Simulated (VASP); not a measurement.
Write the native input for VASP 6.6.1 that does the following.

```yaml
Task: single point
Functional: PBEsol
Potentials_or_basis: VASP PAW PBE potentials, release 64 (Sn_d, Se)
Cutoff: 520 eV
k_mesh: 8 × 8 × 8
Occupations: fermi-dirac, width 0.05 eV
Spin: no spin polarisation
Dipole_correction: no
Further_INCAR_settings: ALGO = Normal; EDIFF = 1e-07; NBANDS = 17
```

The structure of SnSe lies in POSCAR:

```
SnSe
1.0
    0.0000000000      2.9727978773      2.9727978773
    2.9727978773      0.0000000000      2.9727978773
    2.9727978773      2.9727978773      0.0000000000
Sn Se
1 1
Direct
    0.0000000000      0.0000000000      0.0000000000
    0.5000000000      0.5000000000      0.5000000000
```

One way to write it, as run:

INCAR

```
  PREC = Accurate
  ENCUT = 520
  EDIFF = 1E-7
  ISMEAR = -1
  SIGMA = 0.05
  LREAL = False
  LASPH = True
  NELM = 60
  ALGO = Normal
  ISIF = 2
  LWAVE = False
  LCHARG = True
  GGA = PS
  LELF = True
  LVHAR = True
  NBANDS = 17
```

KPOINTS

```
regular mesh
0
Gamma
  8 8 8
```

Potentials or basis: VASP PAW PBE potentials, release 64 (Sn_d, Se).

The run is started by

```console
$ cat potpaw_PBE.64/Sn_d/POTCAR potpaw_PBE.64/Se/POTCAR > POTCAR
$ mpirun -np 1 vasp_std > vasp.out
```

It gave:

The pressure is 0.0 GPa. The band gap on the k mesh is 0.75 eV, indirect (least direct gap 0.82 eV).

Caveat: the PAW data sets were made with another functional, which shifts forces and pressure a little; spin-orbit coupling is left out, which moves the levels of the heavy elements.

It took 16 s on 1 thread of Intel Xeon 6975P-C (shared host), peak memory 0.19 GiB.
